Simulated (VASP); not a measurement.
# CO2 in VASP: a series of runs

CO2 is run at these levels: PBE+D3(BJ); tasks: molecular dynamics, single point.

Everything below comes from runs of VASP 6.6.1. Logs are shortened: lines on timing, memory, paths and dates and some standing lists are left out, and cuts for length are marked.

### Step 1. The cell of the first run

The cell holds a disordered packing, 24 atoms: a = 8.082 Å, b = 8.082 Å, c = 8.082 Å, α = 90.00°, β = 90.00°, γ = 90.00°.

### Step 2. Molecular dynamics, PBE+D3(BJ)

File INCAR:

```
SYSTEM = CO2
  PREC = Accurate
  ENCUT = 520
  EDIFF = 1E-5
  ISMEAR = -1
  SIGMA = 0.05
  LREAL = Auto
  LASPH = .TRUE.
  NELM = 60
  ALGO = Normal
  ISIF = 2
  LWAVE = .FALSE.
  LCHARG = .TRUE.
  GGA = PE
  IVDW = 12
  IBRION = 0
  NSW = 40
  POTIM = 1.0
  TEBEG = 1500.0
  TEEND = 1500.0
  ISYM = 0
  NELMIN = 4
  RANDOM_SEED = 832382 0 0
  MDALGO = 2
  SMASS = 0
```

File KPOINTS:

```
regular mesh
0
G
  1 1 1
  0 0 0
```

File POSCAR:

```
CO2
1.0
    8.0824800000      0.0000000000      0.0000000000
    0.0000000000      8.0824800000      0.0000000000
    0.0000000000      0.0000000000      8.0824800000
C O
8 16
Direct
    0.5803209100      0.8096646600      0.8696298100
    1.0088722100      0.4581721000      0.6118019900
    0.0294200900      0.2015957400      0.1768248500
    0.6224426000      0.1030934000      0.5915345800
    0.5449457600      0.5871657700      0.4191795600
    0.1067763400      0.8209922300      0.4146843200
    0.4962153700      0.3965020500      0.0207461600
    0.0359392600      0.7623778400      0.9327638500
    0.6155400900      0.9438834500      0.9180775800
    0.5512628500      0.6905645500      0.8121293300
    0.8838480200      0.5244262700      0.5536399300
    1.1077533000      0.4008666600      0.6893762000
    0.1609023800      0.1880084500      0.2289345300
   -0.0582521500      0.2621650700      0.0868865900
    0.4957210000      0.0399859100      0.5544244200
    0.7424437300      0.1478274000      0.6420182200
    0.6046744400      0.7135883800      0.3623080800
    0.5391218300      0.4488400500      0.4714083400
    0.2182633500      0.8185669500      0.5193599300
    0.0169547600      0.8222195500      0.3103111700
    0.4110046100      0.5067351200      0.0724725700
    0.5437007700      0.2661449900     -0.0221089400
   -0.0469105300      0.8350177100      0.8326159200
    0.1145778300      0.6874500800      1.0296953200
```

Potentials or basis: VASP PAW PBE potentials, release 64 (C, O).

Run with:

```bash
cat potpaw_PBE.64/C/POTCAR potpaw_PBE.64/O/POTCAR > POTCAR
mpirun -np 1 vasp_gam > vasp.out
```

OUTCAR:

```text
SYSTEM = CO2
   PREC = Accurate
   ENCUT = 520
   EDIFF = 1E-5
   ISMEAR = -1
   LREAL = Auto
   LASPH = .TRUE.
   NELM = 60
   ISIF = 2
   GGA = PE
   IVDW = 12
   IBRION = 0
   NSW = 40
   POTIM = 1.0
   TEBEG = 1500.0
   ISYM = 0
   NELMIN = 4
 IVDW          = 12

 ion  position               nearest neighbor table
   1  0.580  0.810  0.870-  10 1.09   9 1.19
   2  0.009  0.458  0.612-  12 1.12  11 1.24
   3  0.029  0.202  0.177-  14 1.13  13 1.15
   4  0.622  0.103  0.592-  16 1.11  15 1.18
   5  0.545  0.587  0.419-  18 1.20  17 1.22
   6  0.107  0.821  0.415-  20 1.11  19 1.24
   7  0.496  0.397  0.021-  22 1.17  21 1.20
   8  0.036  0.762  0.933-  24 1.18  23 1.20
   9  0.616  0.944  0.918-   1 1.19
  10  0.551  0.691  0.812-   1 1.09
  11  0.884  0.524  0.554-   2 1.24
  12  0.108  0.401  0.689-   2 1.12
  13  0.161  0.188  0.229-   3 1.15
  14  0.942  0.262  0.087-   3 1.13
[... 8 lines left out ...]
  23  0.953  0.835  0.833-   8 1.20
  24  0.115  0.687  0.030-   8 1.18

IMPORTANT INFORMATION: All symmetrisations will be switched off!
NOSYMM: (Re-)initialisation of all symmetry stuff for point group C_1.

----------------------------------------------------------------------------------------

                                     Primitive cell

  volume of cell :     528.0000

  direct lattice vectors                    reciprocal lattice vectors
     8.082480000  0.000000000  0.000000000     0.123724401  0.000000000  0.000000000
     0.000000000  8.082480000  0.000000000     0.000000000  0.123724401  0.000000000
     0.000000000  0.000000000  8.082480000     0.000000000  0.000000000  0.123724401

  length of vectors
     8.082480000  8.082480000  8.082480000     0.123724401  0.123724401  0.123724401

  position of ions in fractional coordinates (direct lattice)
     0.580320910  0.809664660  0.869629810
     0.008872210  0.458172100  0.611801990
     0.029420090  0.201595740  0.176824850
     0.622442600  0.103093400  0.591534580
     0.544945760  0.587165770  0.419179560
     0.106776340  0.820992230  0.414684320
[... 16 lines left out ...]
     0.953089470  0.835017710  0.832615920
     0.114577830  0.687450080  0.029695320

  ion indices of the primitive-cell ions
   primitive index   ion index
                 1           1
                 2           2
                 3           3
                 4           4
                 5           5
                 6           6
[... 16 lines left out ...]
                23          23
                24          24

----------------------------------------------------------------------------------------

 KPOINTS: regular mesh

Automatic generation of k-mesh.
[... 46 lines left out ...]
   IBRION =      0    ionic relax: 0-MD 1-quasi-New 2-CG
   NFREE  =      0    steps in history (QN), initial steepest desc. (CG)
   ISIF   =      2    stress and relaxation
   ISYM   =      0    0-nonsym 1-usesym 2-fastsym
   POTIM  = 1.0000    time-step for ionic-motion
   TEBEG  = 1500.0;   TEEND  =1500.0 temperature during run
   PSTRESS=    0.0 pullay stress
   NELECT =     128.0000    total number of electrons
   NUPDOWN=      -1.0000    fix difference up-down
   EMIN   =  10.00;   EMAX   =-10.00  energy-range for DOS
   EFERMI =   0.00;   METHOD = LEGACY
   ISMEAR =    -1;   SIGMA  =   0.05  broadening in eV -4-tet -1-fermi 0-gaus
   EFERMI_NEDOS =   21; number of points for ismear=-14 and -15
   IALGO  =     38    algorithm
   IMIX   =      4    mixing-type and parameters
     AMIX     =   0.40;   BMIX     =  1.00
     AMIX_MAG =   1.60;   BMIX_MAG =  1.00
  volume/ion in A,a.u.               =      22.00       148.46
  Fermi-wavevector in a.u.,A,eV,Ry     =   1.020783  1.929001 14.177248  1.041998
  Thomas-Fermi vector in A             =   2.154372
   LORBIT       =      0    0 simple, 1 ext, 2 COOP (PROOUT), +10 PAW based schemes
   GGA     = PE    functional components
   LHFCALC =     F    Hartree Fock is set to
   AEXX    =    0.0000 exact exchange contribution
   IVDW    =    12    specifies the selected vdW correction
   LEPSILON=     F    determine dielectric tensor
   LRPA    =     F    only Hartree local field effects (RPA)
 molecular dynamics for ions
 non-spin polarized calculation
  energy-cutoff  :      520.00
  volume of cell :      528.00
 maximum number of plane-waves:      7074
   NGX = 31   NGY = 31   NGZ = 31

--------------------------------------- Ionic step        1  -------------------------------------------

 number of electron     128.0000011 magnetization

 Free energy of the ion-electron system (eV)
  ---------------------------------------------------
  ext. energy  EPLUGINS =         0.00000000
  ---------------------------------------------------
  free energy    TOTEN  =      -180.64131403 eV

  energy without entropy =     -180.64131403  energy(sigma->0) =     -180.64131403

------------------------ aborting loop because EDIFF is reached ----------------------------------------

 Edisp (eV)   -1.04474

 E8    (eV) :    -0.2584
[... 197 lines left out ...]
  ENERGY OF THE ELECTRON-ION-THERMOSTAT SYSTEM (eV)
  ---------------------------------------------------
% ion-electron   TOTEN  =      -182.584084  see above
  kinetic energy EKIN   =         5.292002
  kin. lattice  EKIN_LAT=         0.000000  (temperature 1780.02 K)
  nose potential ES     =         0.024483
  nose kinetic   EPS    =         0.004200
  ---------------------------------------------------
  total energy   ETOTAL =      -177.263400 eV

[... ionic steps 4 to 37 ...]

--------------------------------------- Ionic step       38  -------------------------------------------

 number of electron     127.9999987 magnetization

------------------------ aborting loop because EDIFF is reached ----------------------------------------
[... 139 lines left out ...]
--------------------------------------- Ionic step       40  -------------------------------------------

 number of electron     128.0000006 magnetization

 Free energy of the ion-electron system (eV)
  ---------------------------------------------------
  ext. energy  EPLUGINS =         0.00000000
  ---------------------------------------------------
  free energy    TOTEN  =      -181.12837021 eV

  energy without entropy =     -181.12837021  energy(sigma->0) =     -181.12837021

 E-fermi :  -3.5816     XC(G=0):  -6.1838

 val. band max:       -4.8155070214   @ k =   0.0000   0.0000   0.0000
 cond. band min:       0.0589194597   @ k =   0.0000   0.0000   0.0000
 fundamental gap:      4.8744264811
 Fermi energy:        -3.5815528353

 k-point     1 :       0.0000    0.0000    0.0000
  band No.  band energies     occupation
      1     -26.4958      2.00000
      2     -26.1025      2.00000
      3     -25.7094      2.00000
      4     -25.6572      2.00000
      5     -25.6248      2.00000
      6     -25.0212      2.00000
[... 68 lines left out ...]
     75       2.3551      0.00000
     76       2.4193      0.00000
 [bands above 76 left out]

------------------------ aborting loop because EDIFF is reached ----------------------------------------

 Edisp (eV)   -1.05077

 E8    (eV) :    -0.2610
[... 53 lines left out ...]
  ENERGY OF THE ELECTRON-ION-THERMOSTAT SYSTEM (eV)
  ---------------------------------------------------
% ion-electron   TOTEN  =      -182.179142  see above
  kinetic energy EKIN   =         4.649159
  kin. lattice  EKIN_LAT=         0.000000  (temperature 1563.79 K)
  nose potential ES     =         0.237124
  nose kinetic   EPS    =         0.057185
  ---------------------------------------------------
  total energy   ETOTAL =      -177.235673 eV
```

OSZICAR:

```text
N       E                     dE             d eps       ncg     rms          rms(c)
DAV:   1     0.133536334118E+04    0.13354E+04   -0.70979E+04   154   0.153E+03
DAV:   2    -0.524346155018E+02   -0.13878E+04   -0.13514E+04   199   0.382E+02
[... 338 lines left out ...]
DAV:   2    -0.181128713388E+03   -0.80793E-02   -0.88573E-02   180   0.126E+00    0.185E-01
DAV:   3    -0.181128524013E+03    0.18937E-03   -0.17076E-03   196   0.171E-01    0.123E-01
DAV:   4    -0.181128398522E+03    0.12549E-03   -0.41411E-04   188   0.990E-02    0.608E-02
DAV:   5    -0.181128372604E+03    0.25918E-04   -0.10152E-04   188   0.474E-02    0.254E-02
DAV:   6    -0.181128370206E+03    0.23974E-05   -0.25237E-05   164   0.228E-02
     40 T=  1564. E= -.17723567E+03 F= -.18217914E+03 E0= -.18217914E+03  EK= 0.46492E+01 SP= 0.24E+00 SK= 0.57E-01
```

It took 22 min on 1 thread of Intel Xeon Platinum 8259CL at 2.50GHz (Skylake/Cascade Lake), shared host; peak memory 0.56 GiB.

What came out:

* Dispersion energy per atom: -0.044 eV

The path:
| step | potential energy change (eV) | largest force (eV/Å) | pressure (GPa) | volume (Å³) | temperature (K) |
| --- | --- | --- | --- | --- | --- |
| 1 | 0.0000 | 11.3306 | 2.67 | 528.00 | 1557 |
| 2 | -0.6082 | 7.7270 | 2.49 | 528.00 | 1692 |
| 3 | -0.8980 | 12.1508 | 2.32 | 528.00 | 1780 |
| 4 | -0.7743 | 14.4222 | 2.24 | 528.00 | 1729 |
| 5 | -0.5139 | 13.5483 | 2.09 | 528.00 | 1626 |
| 6 | -0.4251 | 12.4730 | 1.67 | 528.00 | 1572 |
| 7 | -0.5961 | 12.9456 | 0.92 | 528.00 | 1599 |
| 8 | -0.8848 | 10.7281 | -0.01 | 528.00 | 1660 |
| 9 | -1.0750 | 8.2816 | -0.94 | 528.00 | 1684 |
| 10 | -1.0611 | 11.8765 | -1.70 | 528.00 | 1638 |
| 11 | -0.9031 | 13.8421 | -2.27 | 528.00 | 1543 |
| 12 | -0.7150 | 12.9273 | -2.69 | 528.00 | 1438 |
| 13 | -0.5621 | 9.8396 | -3.00 | 528.00 | 1347 |
| 14 | -0.4830 | 10.9861 | -3.23 | 528.00 | 1288 |
| 15 | -0.5310 | 10.2458 | -3.40 | 528.00 | 1275 |
| 16 | -0.7223 | 9.8336 | -3.51 | 528.00 | 1313 |
| 17 | -0.9816 | 9.2135 | -3.48 | 528.00 | 1375 |
| 18 | -1.1774 | 11.8245 | -3.21 | 528.00 | 1417 |
| 19 | -1.1963 | 12.3459 | -2.63 | 528.00 | 1403 |
| 20 | -1.0154 | 10.6568 | -1.78 | 528.00 | 1328 |
| 21 | -0.7605 | 11.2142 | -0.82 | 528.00 | 1235 |
| 22 | -0.6760 | 11.5535 | 0.05 | 528.00 | 1203 |
| 23 | -0.8982 | 10.6440 | 0.70 | 528.00 | 1272 |
| 24 | -1.2411 | 8.5707 | 1.22 | 528.00 | 1383 |
| 25 | -1.3413 | 11.0670 | 1.81 | 528.00 | 1418 |
| 26 | -1.0502 | 13.1807 | 2.52 | 528.00 | 1333 |
| 27 | -0.6125 | 12.6667 | 3.13 | 528.00 | 1205 |
| 28 | -0.4379 | 12.5573 | 3.35 | 528.00 | 1165 |
| 29 | -0.6995 | 12.2710 | 3.04 | 528.00 | 1269 |
| 30 | -1.1640 | 9.4904 | 2.38 | 528.00 | 1444 |
| 31 | -1.4267 | 8.1653 | 1.66 | 528.00 | 1561 |
| 32 | -1.2900 | 13.0388 | 1.06 | 528.00 | 1550 |
| 33 | -0.8955 | 15.3167 | 0.54 | 528.00 | 1453 |
| 34 | -0.5253 | 14.0751 | -0.04 | 528.00 | 1360 |
| 35 | -0.3448 | 11.1346 | -0.79 | 528.00 | 1328 |
| 36 | -0.3509 | 10.9651 | -1.69 | 528.00 | 1361 |
| 37 | -0.4552 | 10.1671 | -2.61 | 528.00 | 1431 |
| 38 | -0.5504 | 8.5481 | -3.40 | 528.00 | 1501 |
| 39 | -0.5644 | 11.5823 | -3.95 | 528.00 | 1547 |
| 40 | -0.4931 | 13.4446 | -4.19 | 528.00 | 1564 |

Caveat: the k points lie up to 0.78 Å⁻¹ apart.

### Step 3. Single point, PBE+D3(BJ)

File INCAR:

```
SYSTEM = CO2
PREC     = Accurate       ! precision mode
ENCUT    = 1000           ! plane-wave cutoff, eV
EDIFF    = 1E-6           ! SCF threshold, eV
ISMEAR   = -1             ! smearing method
SIGMA    = 0.05           ! smearing width, eV
LREAL    = Auto         
LASPH    = .True.         ! aspherical terms in the spheres
NELM     = 120            ! most SCF steps
ALGO     = Normal         ! electronic algorithm
ISIF     = 2              ! what is computed and relaxed
LWAVE    = .False.        ! write WAVECAR
LCHARG   = .False.        ! write CHGCAR
GGA      = PE             ! functional
IVDW     = 12             ! dispersion correction
NBANDS   = 82             ! bands
GGA_COMPAT= .False.
```

File KPOINTS:

```
Automatic mesh
0
Gamma
  1 1 1
  0 0 0
```

File POSCAR:

```
CO2
1.0
    8.0824800000      0.0000000000      0.0000000000
    0.0000000000      8.0824800000      0.0000000000
    0.0000000000      0.0000000000      8.0824800000
C O
8 16
Direct
    0.6127327256      0.8254149716      0.9265720422
    1.0524245034      0.4388257070      0.6329740377
   -0.0654749532      0.2171363245      0.1744390336
    0.7631568528      0.0642624541      0.6237565698
    0.5528996051      0.5608427116      0.5032118855
    0.1982312360      0.7567355564      0.4768585880
    0.4257356653      0.4019805802      0.1137645871
    0.0409280320      0.7239733349      0.9553750829
    0.6486128020      0.9619943384      0.8969276757
    0.5764938484      0.6868807594      0.9429778979
    0.9396002217      0.4930912294      0.6984737358
    1.1584934327      0.3592461720      0.5781393830
    0.0311043145      0.3143589591      0.2257104255
   -0.1442502796      0.1066751789      0.1200002969
    0.6371559224      0.0882402431      0.5571186072
    0.8936613515      0.0593258505      0.6846908375
    0.6735556413      0.5711984440      0.4146870762
    0.4739139472      0.5477279251      0.6165063198
    0.2711915155      0.8245241560      0.5885074878
    0.1445472182      0.6841835674      0.3626362206
    0.3128371490      0.4944521978      0.1569196583
    0.5396487217      0.3276469598      0.0640644951
   -0.0234334016      0.8499124031      0.9191485782
    0.1232047589      0.6018944680      0.9700364245
```

Potentials or basis: VASP PAW PBE potentials, release 64 (C_h, O_h).

Run with:

```bash
cat potpaw_PBE.64/C_h/POTCAR potpaw_PBE.64/O_h/POTCAR > POTCAR
mpirun -np 1 vasp_gam > vasp.out
```

Run time: 1.9 min. Hardware: 1 thread of Intel Xeon 6975P-C (Granite Rapids), shared host; peak memory 0.99 GiB.

It converged, with:

```
Free energy                : -185.1005 eV
Pressure                   : 0.1 GPa
Largest force              : 8.265 eV/Å
Dispersion energy per atom : -0.045 eV
```

Forces in eV/Å, atoms in the order of the input:
```
C   -0.008  0.204 -0.679
C    1.305 -2.258 -0.450
C    0.926 -0.738 -0.196
C    0.110  1.069 -0.319
C    7.132  0.374 -4.161
C    2.027  1.011  1.505
C   -2.802  3.345  0.861
C    1.776 -0.963 -1.069
O   -0.398  0.207  0.388
O   -0.060 -0.493  0.469
O   -2.625  2.017  1.083
O    1.146 -0.020 -0.721
O   -1.246 -0.420 -0.247
O    0.189  1.199  0.671
O   -0.475 -0.411 -0.188
O    0.507 -0.282 -0.056
O   -2.842 -0.043  0.473
O   -4.075 -0.541  3.649
O   -2.039 -1.193 -2.248
O   -0.293  0.710  0.868
O    4.155 -3.531 -0.633
O   -0.392 -0.272  0.257
O    0.104 -1.067  0.908
O   -2.120  2.096 -0.164
```

Stress tensor (GPa, compression positive):
```
 0.27 -0.04 -1.02
-0.04 -0.85 -0.94
-1.02 -0.94  0.99
```

Levels at points of the mesh, in eV from the Fermi level:
| k point | band 61 | band 62 | band 63 | band 64 | band 65 | band 66 | band 67 | band 68 |
| --- | --- | --- | --- | --- | --- | --- | --- | --- |
| (0.00, 0.00, 0.00) | -1.56 | -1.53 | -1.41 | -1.21 | 4.31 | 5.21 | 5.67 | 5.78 |

Caveat: the k points lie up to 0.78 Å⁻¹ apart.
